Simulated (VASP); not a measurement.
# HfH6 (P4/m) in VASP: further runs

The runs below take HfH6 through relaxation of cell and atoms, single point, with PBE.

Program: VASP 6.6.1. These are calculated values, not measurements. Logs are shortened: lines on timing, memory, paths and dates and some standing lists are left out, and cuts for length are marked.

**1. The cell of the first run**

It takes space group P4/m (No. 83, tetragonal). Conventional cell: a = 4.485 Å, b = 4.485 Å, c = 2.812 Å, α = 90.00°, β = 90.00°, γ = 90.00°. Within 2.9 Å of Hf (site symmetry 4/m) lie 16 H at 2.09 to 2.65 Å and 2 Hf at 2.81 Å. H (site symmetry m) has 1 H at 1.10 Å within 1.5 Å. Within 1.5 Å of H (site symmetry 2/m) lie 2 H at 1.10 Å.

The cell was built from a structure type or drawn by symmetry, and may not be a known phase.

**2. Relaxation of cell and atoms, PBE**

Input file INCAR:

```
ALGO = Normal
EDIFF = 1E-7
EDIFFG = -0.04
ENCUT = 600
GGA = PE
IBRION = 2
ISIF = 3
ISMEAR = 0
LASPH = True
LCHARG = False
LREAL = False
LWAVE = False
NELM = 100
NSW = 90
PREC = Accurate
SIGMA = 0.1
```

Input file KPOINTS:

```
k-points
0
Gamma
  4 4 6
```

Input file POSCAR:

```
HfH6
1.0
    4.4850061051      0.0000000000      0.0000000000
    0.0000000000      4.4850061051      0.0000000000
    0.0000000000      0.0000000000      2.8115676816
Hf H
1 6
Direct
    0.0000000000      0.0000000000      0.0000000000
    0.1523769021      0.6909506450      0.5000000000
    0.8476230979      0.3090493550      0.5000000000
    0.3090493550      0.1523769021      0.5000000000
    0.6909506450      0.8476230979      0.5000000000
    0.0000000000      0.5000000000      0.5000000000
    0.5000000000      0.0000000000      0.5000000000
```

Potentials or basis: VASP PAW PBE potentials, release 64 (Hf_pv, H).

On the command line:

```sh
> cat potpaw_PBE.64/Hf_pv/POTCAR potpaw_PBE.64/H/POTCAR > POTCAR
> mpirun -np 1 vasp_std > vasp.out
```

OUTCAR:

```text
EDIFF = 1E-7
   EDIFFG = -0.04
   ENCUT = 600
   GGA = PE
   IBRION = 2
   ISIF = 3
   ISMEAR = 0
   LASPH = True
   LREAL = False
   NELM = 100
   NSW = 90
   PREC = Accurate

 ion  position               nearest neighbor table
   1  0.000  0.000  0.000-   2 2.09   3 2.09   4 2.09   5 2.09   2 2.09   3 2.09   4 2.09   5 2.09

   2  0.152  0.691  0.500-   1 2.09   1 2.09
   3  0.848  0.309  0.500-   1 2.09   1 2.09
   4  0.309  0.152  0.500-   1 2.09   1 2.09
   5  0.691  0.848  0.500-   1 2.09   1 2.09
   6  0.000  0.500  0.500-
   7  0.500  0.000  0.500-

  LATTYP: Found a simple tetragonal cell.
 ALAT       =     4.4850061051
 C/A-ratio  =     0.6268815729

  Lattice vectors:

 A1 = (   4.4850061051,   0.0000000000,   0.0000000000)
 A2 = (   0.0000000000,   4.4850061051,   0.0000000000)
 A3 = (   0.0000000000,   0.0000000000,   2.8115676816)

Analysis of symmetry for initial positions (statically):
=====================================================================
 Subroutine PRICEL returns:
 Original cell was already a primitive cell.

 Routine SETGRP: Setting up the symmetry group for a
 simple tetragonal supercell.

 Subroutine GETGRP returns: Found  8 space group operations
 (whereof  8 operations were pure point group operations)
 out of a pool of 16 trial point group operations.

The static configuration has the point symmetry C_4h.

Analysis of symmetry for dynamics (positions and initial velocities):
=====================================================================
 Subroutine PRICEL returns:
 Original cell was already a primitive cell.

 Routine SETGRP: Setting up the symmetry group for a
 simple tetragonal supercell.

 Subroutine GETGRP returns: Found  8 space group operations
 (whereof  8 operations were pure point group operations)
 out of a pool of 16 trial point group operations.

The dynamic configuration has the point symmetry C_4h.

 Subroutine INISYM returns: Found  8 space group operations
 (whereof  8 operations are pure point group operations),
 and found     1 'primitive' translations

----------------------------------------------------------------------------------------

                                     Primitive cell

  volume of cell :      56.5555

  direct lattice vectors                    reciprocal lattice vectors
     4.485006105  0.000000000  0.000000000     0.222965137  0.000000000  0.000000000
     0.000000000  4.485006105  0.000000000     0.000000000  0.222965137  0.000000000
     0.000000000  0.000000000  2.811567682     0.000000000  0.000000000  0.355673458

  length of vectors
     4.485006105  4.485006105  2.811567682     0.222965137  0.222965137  0.355673458

  position of ions in fractional coordinates (direct lattice)
     0.000000000  0.000000000  0.000000000
     0.152376902  0.690950645  0.500000000
     0.847623098  0.309049355  0.500000000
     0.309049355  0.152376902  0.500000000
     0.690950645  0.847623098  0.500000000
     0.000000000  0.500000000  0.500000000
     0.500000000  0.000000000  0.500000000

  ion indices of the primitive-cell ions
   primitive index   ion index
                 1           1
                 2           2
                 3           3
                 4           4
                 5           5
                 6           6
                 7           7

----------------------------------------------------------------------------------------

 KPOINTS: k-points

Automatic generation of k-mesh.
 Grid dimensions read from file:
 generate k-points for:    4    4    6

 Generating k-lattice:

  Cartesian coordinates                     Fractional coordinates (reciprocal lattice)
     0.055741284  0.000000000  0.000000000     0.250000000  0.000000000  0.000000000
     0.000000000  0.055741284  0.000000000     0.000000000  0.250000000  0.000000000
     0.000000000  0.000000000  0.059278910     0.000000000  0.000000000  0.166666667

  Length of vectors
     0.055741284  0.055741284  0.059278910

  Shift w.r.t. Gamma in fractional coordinates (k-lattice)
     0.000000000  0.000000000  0.000000000

 Subroutine IBZKPT returns following result:
 ===========================================

 Found     24 irreducible k-points:

 Following reciprocal coordinates:
            Coordinates               Weight
  0.000000  0.000000  0.000000      1.000000
  0.250000  0.000000  0.000000      4.000000
  0.500000  0.000000  0.000000      2.000000
  0.250000  0.250000  0.000000      4.000000
  0.500000  0.250000  0.000000      4.000000
  0.500000  0.500000  0.000000      1.000000
[... 16 lines left out ...]
  0.500000  0.250000  0.500000      4.000000
  0.500000  0.500000  0.500000      1.000000
   k-points           NKPTS =     24   k-points in BZ     NKDIM =     24   number of bands    NBANDS=     12
   number of dos      NEDOS =    301   number of ions     NIONS =      7
   total plane-waves  NPLWV =  31104
   dimension x,y,z NGX =    36 NGY =   36 NGZ =   24
   dimension x,y,z NGXF=    72 NGYF=   72 NGZF=   48
   ions per type =               1   6
   NGX,Y,Z   is equivalent  to a cutoff of  13.34, 13.34, 14.19 a.u.
   NGXF,Y,Z  is equivalent  to a cutoff of  26.69, 26.69, 28.38 a.u.
 SYSTEM =  unknown system
   PREC   = accura    normal or accurate (medium, high low for compatibility)
   ISTART =      0    job   : 0-new  1-cont  2-samecut
   ICHARG =      2    charge: 1-file 2-atom 10-const
   ISPIN  =      1    spin polarized calculation?
   LNONCOLLINEAR =      F non collinear calculations
   LSORBIT =      F    spin-orbit coupling
   LASPH  =      T    aspherical Exc in radial PAW
   ENCUT  =  600.0 eV  44.10 Ry    6.64 a.u.   8.96  8.96  5.62*2*pi/ulx,y,z
   NELM   =    100;   NELMIN=  2; NELMDL= -5     # of ELM steps
   EDIFF  = 0.1E-06   stopping-criterion for ELM
   LREAL  =      F    real-space projection
   EDIFFG = -.4E-01   stopping-criterion for IOM
   NSW    =     90    number of steps for IOM
   IBRION =      2    ionic relax: 0-MD 1-quasi-New 2-CG
   NFREE  =      1    steps in history (QN), initial steepest desc. (CG)
   ISIF   =      3    stress and relaxation
   ISYM   =      2    0-nonsym 1-usesym 2-fastsym
   POTIM  = 0.5000    time-step for ionic-motion
   TEBEG  =    0.0;   TEEND  =   0.0 temperature during run
   PSTRESS=    0.0 pullay stress
   NELECT =      16.0000    total number of electrons
   NUPDOWN=      -1.0000    fix difference up-down
   EMIN   =  10.00;   EMAX   =-10.00  energy-range for DOS
   EFERMI =   0.00;   METHOD = LEGACY
   ISMEAR =     0;   SIGMA  =   0.10  broadening in eV -4-tet -1-fermi 0-gaus
   EFERMI_NEDOS =   21; number of points for ismear=-14 and -15
   IALGO  =     38    algorithm
   IMIX   =      4    mixing-type and parameters
     AMIX     =   0.40;   BMIX     =  1.00
     AMIX_MAG =   1.60;   BMIX_MAG =  1.00
  volume/ion in A,a.u.               =       8.08        54.52
  Fermi-wavevector in a.u.,A,eV,Ry     =   1.074707  2.030901 15.714654  1.154994
  Thomas-Fermi vector in A             =   2.210543
   LORBIT       =      0    0 simple, 1 ext, 2 COOP (PROOUT), +10 PAW based schemes
   GGA     = PE    functional components
   LHFCALC =     F    Hartree Fock is set to
   AEXX    =    0.0000 exact exchange contribution
   IVDW    =     0    specifies the selected vdW correction
   LEPSILON=     F    determine dielectric tensor
   LRPA    =     F    only Hartree local field effects (RPA)
 conjugate gradient relaxation of ions
 non-spin polarized calculation
 Gauss-broadening in eV      SIGMA  =   0.10
  energy-cutoff  :      600.00
  volume of cell :       56.56
 maximum number of plane-waves:      1920
 NGX is ok and might be reduce to    36
   NGX = 17   NGY = 17   NGZ = 11

--------------------------------------- Ionic step        1  -------------------------------------------

 number of electron      16.0000000 magnetization

 Free energy of the ion-electron system (eV)
  ---------------------------------------------------
  ext. energy  EPLUGINS =         0.00000000
  ---------------------------------------------------
  free energy    TOTEN  =       -27.63121642 eV

  energy without entropy =      -27.62266791  energy(sigma->0) =      -27.62694217

------------------------ aborting loop because EDIFF is reached ----------------------------------------

  FORCE on cell =-STRESS in cart. coord.  units (eV):
  Direction    XX          YY          ZZ          XY          YZ          ZX
  --------------------------------------------------------------------------------------
  -------------------------------------------------------------------------------------
  Total       -0.0666735     -0.0666735     -0.1338125      0.0000002      0.0000000     -0.0000000
  in kB       -1.8888129     -1.8888129     -3.7908157      0.0000058      0.0000000     -0.0000000
  external PRESSURE =      -2.5228138 kB  Pullay stress =       0.0000000 kB
[... 108 lines left out ...]
  energy  without entropy=      -27.6267609709  energy(sigma->0) =      -27.63085590

--------------------------------------- Ionic step        4  -------------------------------------------

 number of electron      15.9999996 magnetization

 Free energy of the ion-electron system (eV)
  ---------------------------------------------------
  ext. energy  EPLUGINS =         0.00000000
  ---------------------------------------------------
  free energy    TOTEN  =       -27.63671295 eV

  energy without entropy =      -27.62877062  energy(sigma->0) =      -27.63274179

 E-fermi :   2.1083     XC(G=0):  -9.0259

 val. band max:        2.0225181887   @ k =   0.2500   0.0000   0.3333
 cond. band min:       2.1393971656   @ k =   0.2500   0.2500   0.3333
 fundamental gap:      0.1168789768
 Fermi energy:         2.1083283997

 k-point     1 :       0.0000    0.0000    0.0000
  band No.  band energies     occupation
      1     -29.3339      2.00000
      2     -29.3339      2.00000
      3     -28.4093      2.00000
      4      -9.4863      2.00000
      5      -6.1943      2.00000
      6      -1.5275      2.00000
      7      -1.5275      2.00000
      8      -0.3174      2.00000
      9       1.3741      2.00000
     10       6.0967      0.00000
     11       6.1784      0.00000
     12       6.1784      0.00000
[... 377 lines left out ...]
  FREE ENERGIE OF THE ION-ELECTRON SYSTEM (eV)
  ---------------------------------------------------
  free  energy   TOTEN  =       -27.6367129506 eV

  energy  without entropy=      -27.6287706218  energy(sigma->0) =      -27.63274179

 reached required accuracy - stopping structural energy minimisation
```

Run time: 95 s. Hardware: 1 thread of Intel Xeon 8259CL, shared host; peak memory 0.19 GiB.

Results:

- Free energy: -27.6367 eV
- Relaxed volume: 8.07 Å³/atom
- Relaxed cell: a = 4.486 Å, b = 4.486 Å, c = 2.808 Å, α = 90.00°, β = 90.00°, γ = 90.00°
- Space group after relaxing (to 0.1 Å): P4/m (No. 83)
- Energy gained by relaxing: 0.8 meV/atom
- Ionic steps: 4
- Pressure after relaxing: 0.6 GPa
- Largest force after relaxing: 0.032 eV/Å
- Band gap on the k mesh: zero (bands 8 and 9 overlap by 2.01 eV)

Forces on the atoms (eV/Å):
```
Hf   0.000  0.000  0.000
H   -0.023  0.022  0.000
H    0.023 -0.022  0.000
H   -0.022 -0.023  0.000
H    0.022  0.023  0.000
H    0.000  0.000  0.000
H    0.000  0.000  0.000
```

Step by step:
| step | energy change (eV) | largest force (eV/Å) | pressure (GPa) | volume (Å³) |
| --- | --- | --- | --- | --- |
| 1 | 0.0000 | 0.1078 | -0.25 | 56.56 |
| 2 | -0.0020 | 0.0813 | 0.08 | 56.45 |
| 3 | -0.0037 | 0.0295 | 0.80 | 56.23 |
| 4 | -0.0055 | 0.0316 | 0.64 | 56.51 |

Final structure:
```yaml
crystal:
  lattice:
    - [4.48605, 0.00000, 0.00000]
    - [0.00000, 4.48605, 0.00000]
    - [0.00000, 0.00000, 2.80786]
  atoms:
    - { symbol: Hf, position: [0.00000, 0.00000, 0.00000] }
    - { symbol: H, position: [0.14764, 0.68997, 0.50000] }
    - { symbol: H, position: [0.85236, 0.31003, 0.50000] }
    - { symbol: H, position: [0.31003, 0.14764, 0.50000] }
    - { symbol: H, position: [0.68997, 0.85236, 0.50000] }
    - { symbol: H, position: [0.00000, 0.50000, 0.50000] }
    - { symbol: H, position: [0.50000, 0.00000, 0.50000] }
```

Caveat: the k points lie up to 0.37 Å⁻¹ apart in the final cell, too coarse for converged energies and pressures of a metal; spin-orbit coupling is left out, which moves the levels of the heavy elements.

(Part 1 of 2 ends here.)
